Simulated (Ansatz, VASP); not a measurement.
## BeS: VASP beside Ansatz

```
Be S
1.0
     0.00000    2.42500    2.42500
     2.42500    0.00000    2.42500
     2.42500    2.42500    0.00000
Be S
1 1
Direct
  0.00000 0.00000 0.00000
  0.75000 0.75000 0.75000
```

Alike in both runs: task single point; functional r2SCAN0; k mesh 4 × 4 × 4; occupations gaussian, width 0.05 eV; no spin polarisation.

|  | VASP | Ansatz |
| --- | --- | --- |
| version | VASP 6.6.1 | Ansatz 0.2.0 |
| potentials or method | VASP PAW PBE potentials, release 64 (Be, S), cutoff 520 eV | scalar-relativistic, plane waves, PAW |
| valence electrons in the cell | 8 | 8 |

|  | VASP | Ansatz | Ansatz less VASP |
| --- | --- | --- | --- |
| gap on the k mesh at the Fermi level (eV) | 5.09 | 5.05 | -0.035 |
| least direct gap on the mesh (eV) | 8.01 | 7.97 | -0.038 |
| pressure (GPa) | 0.8 | 0.8 | +0.01 |

VASP's potentials were made for PBE, not for r2SCAN0. Ansatz's warnings: stress exchange threshold loose, stress scf threshold loose.

The k mesh is coarse, so the values compare programs but aren't converged.
